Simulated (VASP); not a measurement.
Crystal: Si2F3.

```
Si F
1.0
     4.59426    0.00000    0.00000
    -2.29713    3.97875    0.00000
     0.00000    0.00000    2.54899
Si F
2 3
Direct
  0.33333 0.66667 0.50000
  0.66667 0.33333 0.50000
  0.33333 0.66667 0.00000
  0.66667 0.33333 0.00000
  0.00000 0.00000 0.00000
```

```yaml
Program: VASP 6.6.1
Task: relaxation of cell and atoms
Functional: PBE
Potentials_or_basis: VASP PAW PBE potentials, release 64 (Si, F)
Cutoff: 600 eV
k_mesh: 6 × 6 × 6
Occupations: gaussian, width 0.1 eV
Spin: no spin polarisation
```

At the start: pressure 197.2 GPa; volume 9.32 Å³/atom.

**Question.** How do energy, volume and symmetry change on relaxing?

**Answer.** Over 11 steps the energy falls by 4704.4 meV/atom and the volume is 11.79 Å³/atom (+26.5 %); space group P6/mmm (No. 191, to 0.05 Å).

Step by step:
```csv
step,energy change (eV),largest force (eV/Å),pressure (GPa),volume (Å³)
1,0.0000,0.0000,197.18,46.59
2,45.4258,0.0000,-117.32,119.00
3,-15.7433,0.0000,-50.02,78.87
4,-21.5612,0.0000,-28.52,70.46
5,-23.4104,0.0000,-4.15,63.19
6,-23.4119,0.0000,-5.51,63.52
7,-23.5084,0.0000,-2.57,60.52
8,-23.5202,0.0000,-1.17,59.34
9,-23.5204,0.0000,-0.94,59.14
10,-23.5165,0.0000,1.74,58.54
11,-23.5222,0.0000,-0.01,58.93
```

Final structure:
```
Si F
1.0
     4.40173    0.00000    0.00000
    -2.20086    3.81201    0.00000
     0.00000    0.00000    3.51185
Si F
2 3
Cartesian
  0.0000 2.5413 1.7559
  2.2009 1.2707 1.7559
  0.0000 2.5413 0.0000
  2.2009 1.2707 0.0000
  0.0000 0.0000 3.5118
```

Caveat: the k points lie up to 0.30 Å⁻¹ apart in the final cell; the volume moved by over 15 % at a fixed basis, so the end points are rough; an odd number of electrons without spin polarisation forces a metal; a magnetic or distorted state may lie lower.
